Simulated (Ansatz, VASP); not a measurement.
**ZrSn2S3: VASP beside Ansatz**

File INCAR:

```
SYSTEM = ZrSn2S3
  PREC = Accurate
  ENCUT = 520
  EDIFF = 1E-7
  ISMEAR = 0
  SIGMA = 0.1
  LREAL = .False.
  LASPH = .True.
  NELM = 100
  ALGO = Normal
  ISIF = 2
  LWAVE = .False.
  LCHARG = .True.
  GGA = PE
  LELF = .True.
  LVHAR = .True.
  NBANDS = 38
```

Contents of KPOINTS:

```
regular mesh
0
Gamma
  6 6 2
  0 0 0
```

Contents of POSCAR:

```
ZrSn2S3
1.0
    4.0986555600      0.0000000000      0.0000000000
   -2.0493277800      3.5495398300      0.0000000000
    0.0000000000      0.0000000000     10.1108245200
Zr Sn S
1 2 3
Direct
    0.0000000000      0.0000000000      0.0000000000
    0.3333333300      0.6666666700      0.6686666600
    0.6666666700      0.3333333300      0.3313333400
    0.3333333300      0.6666666700      0.1657571800
    0.6666666700      0.3333333300      0.8342428200
    0.0000000000      0.0000000000      0.5000000000
```

Input for Ansatz:

```yaml
crystal:
  lattice:
    - [4.09865556, 0.0, 0.0]
    - [-2.04932778, 3.54953983, 0.0]
    - [0.0, 0.0, 10.11082452]
  atoms:
    - { symbol: Zr, position: [0.0, 0.0, 0.0] }
    - { symbol: Sn, position: [0.33333333, 0.66666667, 0.66866666] }
    - { symbol: Sn, position: [0.66666667, 0.33333333, 0.33133334] }
    - { symbol: S, position: [0.33333333, 0.66666667, 0.16575718] }
    - { symbol: S, position: [0.66666667, 0.33333333, 0.83424282] }
    - { symbol: S, position: [0.0, 0.0, 0.5] }
basis:
  ecutwfc: 420
kpoints:
  mp_grid: { grid: [6, 6, 2] }
hamiltonian:
  xc: pbe
scf:
  occupations: { method: gaussian, width: 0.1 }
  lower_state_search: "off"
output:
  forces: true
  stress: true
  eigenvalues: true
```

Change from the starting cell: species swapped into the InSn2Te3 type (P-3m1, No. 164).

Alike in both runs: task single point; functional PBE; k mesh 6 × 6 × 2; occupations gaussian, width 0.1 eV; no spin polarisation.

|  | VASP | Ansatz |
| --- | --- | --- |
| version | VASP 6.6.1 | Ansatz 0.2.0 |
| potentials or method | VASP PAW PBE potentials, release 64 (Zr_sv, Sn_d, S), cutoff 520 eV | scalar-relativistic, plane waves, PAW |
| valence electrons in the cell | 58 | 58 |

Ansatz gave:

- gap on the k mesh at the Fermi level (eV): none
- pressure (GPa): -5.2
- traceless stress, the component that is largest in VASP (GPa): 0.94
- rms of the force components (eV/Å): 0.467

Q: Estimate VASP's values.

A: gap on the k mesh at the Fermi level (eV): none; pressure (GPa): -5.3; traceless stress, the component that is largest in VASP (GPa): 0.94; rms of the force components (eV/Å): 0.466.

Atom by atom the forces differ by 0.001 eV/Å (rms over components). A gap of «none» marks a metal or a gap that the smearing closes. The functional is the same, so the differences come from potentials, cutoffs and numerics.
